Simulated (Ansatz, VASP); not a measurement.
**SiC: VASP beside Ansatz**

```
Si C
1.0
     0.00000    2.18986    2.18986
     2.18986    0.00000    2.18986
     2.18986    2.18986    0.00000
Si C
1 1
Cartesian
  2.1899 2.1899 2.1899
  1.0949 1.0949 1.0949
```

Alike in both runs: functional PBE; k mesh 10 × 10 × 10; occupations gaussian, width 0.02 eV; no spin polarisation.

Ansatz relaxed the structure, and its values are those at the end. VASP's run is a single point on that final structure, the one shown.

|  | VASP | Ansatz |
| --- | --- | --- |
| version | VASP 6.6.1 | Ansatz 0.2.0 |
| potentials or method | VASP PAW PBE potentials, release 64 (Si, C), cutoff 520 eV | scalar-relativistic, plane waves, PAW |
| valence electrons in the cell | 8 | 8 |

|  | VASP | Ansatz | Ansatz less VASP |
| --- | --- | --- | --- |
| gap on the k mesh at the Fermi level (eV) | 1.37 | 1.37 | +0.002 |
| least direct gap on the mesh (eV) | 4.53 | 4.53 | +0.003 |
| pressure (GPa) | 0.0 | 0.0 | +0.05 |

With one functional, cell and mesh, what is left measures potentials, basis and numerics.
